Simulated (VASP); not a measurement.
# Nb (Fm-3m) in VASP: a series of runs

Aim: see how the results for Nb move with the level of theory and the settings. Levels: LDA, PBE. Tasks: single point.

All numbers are computed with VASP 6.6.1; they aren't measurements. Logs are shortened: lines on timing, memory, paths and dates and some standing lists are left out, and cuts for length are marked.

### Step 1. The cell of the first run

It takes space group Fm-3m (No. 225, cubic). Conventional cell: a = 4.230 Å, b = 4.230 Å, c = 4.230 Å, α = 90.00°, β = 90.00°, γ = 90.00°. Nb (site symmetry m-3m) has 12 Nb at 2.99 Å within 3.9 Å.

### Step 2. Single point, LDA, non-collinear spin, zero start, spin-orbit coupling

INCAR

```
SYSTEM = Nb
ALGO = Normal
EDIFF = 1E-6
ENCUT = 520
GGA_COMPAT = .False.
ISIF = 2
ISMEAR = -1
LASPH = .True.
LCHARG = .True.
LMAXMIX = 4
LNONCOLLINEAR = .True.
LORBIT = 11
LORBMOM = .True.
LREAL = .False.
LSORBIT = .True.
LVHAR = .True.
LWAVE = .False.
MAGMOM = 0 0 0
NBANDS = 24
NELM = 150
PREC = Accurate
SIGMA = 0.05
```

KPOINTS

```
k-points
0
Gamma
  8 8 8
  0 0 0
```

POSCAR

```
Nb
1.0
    0.0000000000      2.1150000000      2.1150000000
    2.1150000000      0.0000000000      2.1150000000
    2.1150000000      2.1150000000      0.0000000000
Nb
1
Direct
    0.0000000000      0.0000000000      0.0000000000
```

Potentials or basis: VASP PAW LDA potentials, release 64 (Nb_sv).

Run with:

```bash
cat potpaw_LDA.64/Nb_sv/POTCAR > POTCAR
mpirun -np 1 vasp_ncl > vasp.out
```

OUTCAR:

```text
SYSTEM = Nb
   EDIFF = 1E-6
   ENCUT = 520
   ISIF = 2
   ISMEAR = -1
   LASPH = .True.
   LNONCOLLINEAR = .True.
   LORBIT = 11
   LREAL = .False.
   LSORBIT = .True.
   NELM = 150
   PREC = Accurate

 ion  position               nearest neighbor table
   1  0.000  0.000  0.000-

  LATTYP: Found a face centered cubic cell.
 ALAT       =     4.2300000000

  Lattice vectors:

 A1 = (   0.0000000000,   2.1150000000,   2.1150000000)
 A2 = (   2.1150000000,   0.0000000000,   2.1150000000)
 A3 = (   2.1150000000,   2.1150000000,   0.0000000000)

Analysis of symmetry for initial positions (statically):
=====================================================================
 Subroutine PRICEL returns:
 Original cell was already a primitive cell.

 Routine SETGRP: Setting up the symmetry group for a
 face centered cubic supercell.

 Subroutine GETGRP returns: Found 48 space group operations
 (whereof 48 operations were pure point group operations)
 out of a pool of 48 trial point group operations.

The static configuration has the point symmetry O_h .

Analysis of symmetry for dynamics (positions and initial velocities):
=====================================================================
 Subroutine PRICEL returns:
 Original cell was already a primitive cell.

 Routine SETGRP: Setting up the symmetry group for a
 face centered cubic supercell.

 Subroutine GETGRP returns: Found 48 space group operations
 (whereof 48 operations were pure point group operations)
 out of a pool of 48 trial point group operations.

The dynamic configuration has the point symmetry O_h .

Analysis of structural, dynamic, and magnetic symmetry:
=====================================================================
 Subroutine PRICEL returns:
 Original cell was already a primitive cell.

 Routine SETGRP: Setting up the symmetry group for a
 face centered cubic supercell.

 Subroutine GETGRP returns: Found 48 space group operations
 (whereof 48 operations were pure point group operations)
 out of a pool of 48 trial point group operations.

The overall configuration has the point symmetry O_h .

 Subroutine INISYM returns: Found 48 space group operations
 (whereof 48 operations are pure point group operations),
 and found     1 'primitive' translations

----------------------------------------------------------------------------------------

                                     Primitive cell

  volume of cell :      18.9217

  direct lattice vectors                    reciprocal lattice vectors
     0.000000000  2.115000000  2.115000000    -0.236406619  0.236406619  0.236406619
     2.115000000  0.000000000  2.115000000     0.236406619 -0.236406619  0.236406619
     2.115000000  2.115000000  0.000000000     0.236406619  0.236406619 -0.236406619

  length of vectors
     2.991061684  2.991061684  2.991061684     0.409468276  0.409468276  0.409468276

  position of ions in fractional coordinates (direct lattice)
     0.000000000  0.000000000  0.000000000

  ion indices of the primitive-cell ions
   primitive index   ion index
                 1           1

----------------------------------------------------------------------------------------

 KPOINTS: k-points

Automatic generation of k-mesh.
 Grid dimensions read from file:
 generate k-points for:    8    8    8

 Generating k-lattice:

  Cartesian coordinates                     Fractional coordinates (reciprocal lattice)
    -0.029550827  0.029550827  0.029550827     0.125000000  0.000000000  0.000000000
     0.029550827 -0.029550827  0.029550827     0.000000000  0.125000000  0.000000000
     0.029550827  0.029550827 -0.029550827     0.000000000  0.000000000  0.125000000

  Length of vectors
     0.051183535  0.051183535  0.051183535

  Shift w.r.t. Gamma in fractional coordinates (k-lattice)
[... 46 lines left out ...]
   ISPIN  =      1    spin polarized calculation?
   LNONCOLLINEAR =      T non collinear calculations
   LSORBIT =      T    spin-orbit coupling
   LASPH  =      T    aspherical Exc in radial PAW
   ENCUT  =  520.0 eV  38.22 Ry    6.18 a.u.   5.56  5.56  5.56*2*pi/ulx,y,z
   NELM   =    150;   NELMIN=  2; NELMDL= -5     # of ELM steps
   EDIFF  = 0.1E-05   stopping-criterion for ELM
   LREAL  =      F    real-space projection
   EDIFFG = 0.1E-04   stopping-criterion for IOM
   NSW    =      0    number of steps for IOM
   IBRION =     -1    ionic relax: 0-MD 1-quasi-New 2-CG
   NFREE  =      0    steps in history (QN), initial steepest desc. (CG)
   ISIF   =      2    stress and relaxation
   ISYM   =      2    0-nonsym 1-usesym 2-fastsym
   POTIM  = 0.5000    time-step for ionic-motion
   TEBEG  =    0.0;   TEEND  =   0.0 temperature during run
   PSTRESS=    0.0 pullay stress
   NELECT =      13.0000    total number of electrons
   NUPDOWN=      -1.0000    fix difference up-down
   EMIN   =  10.00;   EMAX   =-10.00  energy-range for DOS
   EFERMI =   0.00;   METHOD = LEGACY
   ISMEAR =    -1;   SIGMA  =   0.05  broadening in eV -4-tet -1-fermi 0-gaus
   EFERMI_NEDOS =   21; number of points for ismear=-14 and -15
   IALGO  =     38    algorithm
   IMIX   =      4    mixing-type and parameters
     AMIX     =   0.40;   BMIX     =  1.00
     AMIX_MAG =   1.60;   BMIX_MAG =  1.00
  volume/ion in A,a.u.               =      18.92       127.69
  Fermi-wavevector in a.u.,A,eV,Ry     =   1.444560  2.729823 28.392005  2.086754
  Thomas-Fermi vector in A             =   2.562841
   LORBIT       =     11    0 simple, 1 ext, 2 COOP (PROOUT), +10 PAW based schemes
   GGA     = CA    functional components
   LHFCALC =     F    Hartree Fock is set to
   AEXX    =    0.0000 exact exchange contribution
   IVDW    =     0    specifies the selected vdW correction
   LEPSILON=     F    determine dielectric tensor
   LRPA    =     F    only Hartree local field effects (RPA)
  energy-cutoff  :      520.00
  volume of cell :       18.92
 maximum number of plane-waves:      1062
 NGX is ok and might be reduce to    24
   NGX = 11   NGY = 11   NGZ = 11

 number of electron      13.0000000 magnetization       0.0000000      0.0000000      0.0000000

 number of electron      13.0000001 magnetization       0.0000000      0.0000000     -0.0000000

 number of electron      13.0000001 magnetization      -0.0000000     -0.0000000      0.0000000

 Free energy of the ion-electron system (eV)
  ---------------------------------------------------
  ext. energy  EPLUGINS =         0.00000000
  ---------------------------------------------------
  free energy    TOTEN  =       -10.93930060 eV

  energy without entropy =      -10.92642653  energy(sigma->0) =      -10.93286357

 E-fermi :  10.6641     XC(G=0): -12.4633

 val. band max:       10.6619193314   @ k =  -0.2500   0.1250   0.0000
 cond. band min:      10.6894250688   @ k =   0.3750   0.0000   0.0000
 fundamental gap:      0.0275057374
 Fermi energy:        10.6641192639

 k-point     1 :       0.0000    0.0000    0.0000
  band No.  band energies     occupation
      1     -43.8079      1.00000
      2     -43.8079      1.00000
      3     -20.8195      1.00000
      4     -20.8195      1.00000
      5     -18.6601      1.00000
      6     -18.6601      1.00000
[... 637 lines left out ...]
     23      24.8031      0.00000
     24      24.8031      0.00000

 [... further k-points ...]

------------------------ aborting loop because EDIFF is reached ----------------------------------------

  FORCE on cell =-STRESS in cart. coord.  units (eV):
  Direction    XX          YY          ZZ          XY          YZ          ZX
  --------------------------------------------------------------------------------------
  -------------------------------------------------------------------------------------
  Total       -1.3063986     -1.3063986     -1.3063986     -0.0000000      0.0000000      0.0000000
  in kB     -110.6178380   -110.6178380   -110.6178380     -0.0000000      0.0000000      0.0000000
  external PRESSURE =    -110.6178380 kB  Pullay stress =       0.0000000 kB

 VOLUME and BASIS-vectors are now :
 -----------------------------------------------------------------------------
  energy-cutoff  :      520.00
  volume of cell :       18.92
      direct lattice vectors                 reciprocal lattice vectors
     0.000000000  2.115000000  2.115000000    -0.236406619  0.236406619  0.236406619
     2.115000000  0.000000000  2.115000000     0.236406619 -0.236406619  0.236406619
     2.115000000  2.115000000  0.000000000     0.236406619  0.236406619 -0.236406619

 POSITION                                       TOTAL-FORCE (eV/Angst)
 -----------------------------------------------------------------------------------
      0.00000      0.00000      0.00000         0.000000      0.000000      0.000000
 -----------------------------------------------------------------------------------
    total drift:                                0.000000      0.000000     -0.000000

  FREE ENERGIE OF THE ION-ELECTRON SYSTEM (eV)
  ---------------------------------------------------
  free  energy   TOTEN  =       -10.9393006006 eV

  energy  without entropy=      -10.9264265339  energy(sigma->0) =      -10.93286357

 orbital moment (x)

 # of ion     p       d       tot
 ----------------------------------------
  1         0.000   0.000   0.000
 ----------------------------------------
            0.000   0.000   0.000

 orbital moment (y)

 # of ion     p       d       tot
 ----------------------------------------
  1         0.000   0.000   0.000
 ----------------------------------------
            0.000   0.000   0.000

 orbital moment (z)

 # of ion     p       d       tot
 ----------------------------------------
  1         0.000   0.000   0.000
 ----------------------------------------
            0.000   0.000   0.000

 Spin-Orbit-Coupling matrix elements

 Ion:    1  E_soc:     -0.1873017
 l=   1
     0.0000000    -0.0282063    -0.0282063
    -0.0282063     0.0000000    -0.0282063
    -0.0282063    -0.0282063     0.0000000
 l=   2
     0.0000000    -0.0007411     0.0000000    -0.0007411    -0.0022695
    -0.0007411     0.0000000    -0.0017021    -0.0007411    -0.0005674
     0.0000000    -0.0017021     0.0000000    -0.0017021     0.0000000
    -0.0007411    -0.0007411    -0.0017021     0.0000000    -0.0005674
    -0.0022695    -0.0005674     0.0000000    -0.0005674     0.0000000
 l=   3
     0.0000000     0.0000000     0.0000000     0.0000000     0.0000000     0.0000000     0.0000000
     0.0000000     0.0000000     0.0000000     0.0000000     0.0000000     0.0000000     0.0000000
     0.0000000     0.0000000     0.0000000     0.0000000     0.0000000     0.0000000     0.0000000
     0.0000000     0.0000000     0.0000000     0.0000000     0.0000000     0.0000000     0.0000000
     0.0000000     0.0000000     0.0000000     0.0000000     0.0000000     0.0000000     0.0000000
     0.0000000     0.0000000     0.0000000     0.0000000     0.0000000     0.0000000     0.0000000
     0.0000000     0.0000000     0.0000000     0.0000000     0.0000000     0.0000000     0.0000000

 total charge

# of ion       s       p       d       tot
------------------------------------------
    1        2.223   5.998   2.442  10.663

 magnetization (x)

# of ion       s       p       d       tot
------------------------------------------
    1        0.000  -0.000   0.000   0.000

 magnetization (y)

# of ion       s       p       d       tot
------------------------------------------
    1        0.000   0.000   0.000   0.000

 magnetization (z)

# of ion       s       p       d       tot
------------------------------------------
    1        0.000   0.000   0.000   0.000
```

It took 44 s on 1 thread of AMD EPYC 7R13 (Zen 3), shared host; peak memory 0.14 GiB.

What came out:

* Free energy: -10.9393 eV
* Pressure: -11.1 GPa
* Net moment: 0.00 μB per cell
* Valence electrons inside the program's atomic spheres: Nb 10.66

Moments on the atoms (μB; x, y, z):
```
Nb  0.00 0.00 0.00
```

### Step 3. Single point, PBE

INCAR

```
SYSTEM = Nb
PREC = Accurate
ENCUT = 520
EDIFF = 1E-6
ISMEAR = 0
SIGMA = 0.018000000000000002
LREAL = .FALSE.
LASPH = .TRUE.
NELM = 80
ALGO = Fast
ISIF = 2
LWAVE = .FALSE.
LCHARG = .FALSE.
GGA = PE
NBANDS = 12
```

KPOINTS

```
Automatic mesh
0
G
  11 11 11
  0 0 0
```

POSCAR is that of step 2.

Potentials or basis: VASP PAW PBE potentials, release 64 (Nb_sv).

Run with:

```bash
cat potpaw_PBE.64/Nb_sv/POTCAR > POTCAR
mpirun -np 1 vasp_std > vasp.out
```

OUTCAR:

```text
SYSTEM = Nb
   PREC = Accurate
   ENCUT = 520
   EDIFF = 1E-6
   ISMEAR = 0
   LREAL = .FALSE.
   LASPH = .TRUE.
   NELM = 80
   ISIF = 2
   GGA = PE

 ion  position               nearest neighbor table
   1  0.000  0.000  0.000-

  LATTYP: Found a face centered cubic cell.
 ALAT       =     4.2300000000

  Lattice vectors:

 A1 = (   0.0000000000,   2.1150000000,   2.1150000000)
 A2 = (   2.1150000000,   0.0000000000,   2.1150000000)
 A3 = (   2.1150000000,   2.1150000000,   0.0000000000)

Analysis of symmetry for initial positions (statically):
=====================================================================
 Subroutine PRICEL returns:
 Original cell was already a primitive cell.

 Routine SETGRP: Setting up the symmetry group for a
 face centered cubic supercell.

 Subroutine GETGRP returns: Found 48 space group operations
 (whereof 48 operations were pure point group operations)
 out of a pool of 48 trial point group operations.

The static configuration has the point symmetry O_h .

Analysis of symmetry for dynamics (positions and initial velocities):
=====================================================================
 Subroutine PRICEL returns:
 Original cell was already a primitive cell.

 Routine SETGRP: Setting up the symmetry group for a
 face centered cubic supercell.

 Subroutine GETGRP returns: Found 48 space group operations
 (whereof 48 operations were pure point group operations)
 out of a pool of 48 trial point group operations.

The dynamic configuration has the point symmetry O_h .

 Subroutine INISYM returns: Found 48 space group operations
 (whereof 48 operations are pure point group operations),
 and found     1 'primitive' translations

----------------------------------------------------------------------------------------

                                     Primitive cell

  volume of cell :      18.9217

  direct lattice vectors                    reciprocal lattice vectors
     0.000000000  2.115000000  2.115000000    -0.236406619  0.236406619  0.236406619
[... 112 lines left out ...]
   IVDW    =     0    specifies the selected vdW correction
   LEPSILON=     F    determine dielectric tensor
   LRPA    =     F    only Hartree local field effects (RPA)
 non-spin polarized calculation
 RMM-DIIS sequential band-by-band and
 Gauss-broadening in eV      SIGMA  =   0.02
  energy-cutoff  :      520.00
  volume of cell :       18.92
 maximum number of plane-waves:       532
   NGX = 11   NGY = 11   NGZ = 11

 number of electron      13.0000001 magnetization

 Free energy of the ion-electron system (eV)
  ---------------------------------------------------
  ext. energy  EPLUGINS =         0.00000000
  ---------------------------------------------------
  free energy    TOTEN  =        -9.89362661 eV

  energy without entropy =       -9.89332319  energy(sigma->0) =       -9.89347490

 E-fermi :  10.8559     XC(G=0): -12.2485

 val. band max:       10.8441062449   @ k =   0.3636   0.0909   0.0000
 cond. band min:      10.8575171776   @ k =   0.3636   0.2727   0.0909
 fundamental gap:      0.0134109327
 Fermi energy:        10.8558849474

 k-point     1 :       0.0000    0.0000    0.0000
  band No.  band energies     occupation
      1     -43.9358      2.00000
      2     -19.3393      2.00000
      3     -19.3393      2.00000
      4     -19.3393      2.00000
      5       4.6491      2.00000
      6      10.9694      0.00000
      7      10.9694      0.00000
      8      10.9694      0.00000
      9      13.5345      0.00000
     10      13.5345      0.00000
     11      22.6635      0.00000
     12      27.4055      0.00000
[... 331 lines left out ...]
 k-point    24 :      -0.1818    0.1818    0.0000
  band No.  band energies     occupation
      1     -43.8125      2.00000
      2     -19.9870      2.00000
      3     -19.6093      2.00000
      4     -19.4143      2.00000
      5       7.2319      2.00000
      6       9.6708      2.00000
      7      10.8962      0.00156
      8      12.2254      0.00000
      9      12.2609      0.00000
     10      15.1618      0.00000
     11      24.1338      0.00000
     12      26.6936      0.00000

 [... further k-points ...]

------------------------ aborting loop because EDIFF is reached ----------------------------------------

  FORCE on cell =-STRESS in cart. coord.  units (eV):
  Direction    XX          YY          ZZ          XY          YZ          ZX
  --------------------------------------------------------------------------------------
  -------------------------------------------------------------------------------------
  Total       -0.2689029     -0.2689029     -0.2689029      0.0000000      0.0000000      0.0000000
  in kB      -22.7690538    -22.7690538    -22.7690538      0.0000000      0.0000000      0.0000000
  external PRESSURE =     -22.7690538 kB  Pullay stress =       0.0000000 kB

 VOLUME and BASIS-vectors are now :
 -----------------------------------------------------------------------------
  energy-cutoff  :      520.00
  volume of cell :       18.92
      direct lattice vectors                 reciprocal lattice vectors
     0.000000000  2.115000000  2.115000000    -0.236406619  0.236406619  0.236406619
     2.115000000  0.000000000  2.115000000     0.236406619 -0.236406619  0.236406619
     2.115000000  2.115000000  0.000000000     0.236406619  0.236406619 -0.236406619

 POSITION                                       TOTAL-FORCE (eV/Angst)
 -----------------------------------------------------------------------------------
      0.00000      0.00000      0.00000         0.000000     -0.000000      0.000000
 -----------------------------------------------------------------------------------
    total drift:                                0.000000     -0.000000     -0.000000

  FREE ENERGIE OF THE ION-ELECTRON SYSTEM (eV)
  ---------------------------------------------------
  free  energy   TOTEN  =        -9.8936266065 eV

  energy  without entropy=       -9.8933231851  energy(sigma->0) =       -9.89347490
```

stdout:

```text
POSCAR found type information on POSCAR Nb
 POSCAR found :  1 types and       1 ions
 scaLAPACK will be used
 LDA part: xc-table for (Slater+PW92), standard interpolation
 POSCAR, INCAR and KPOINTS ok, starting setup
 FFT: planning ... GRIDC
 FFT: planning ... GRID_SOFT
 FFT: planning ... GRID
 WAVECAR not read
 entering main loop
```

Run time: 16 s. Hardware: 1 thread of Intel Xeon Platinum 8259CL at 2.50GHz (Skylake/Cascade Lake), shared host; peak memory 0.14 GiB.

Results:

| Quantity | Value |
| --- | --- |
| Free energy | -9.8936 eV |
| Pressure | -2.3 GPa |
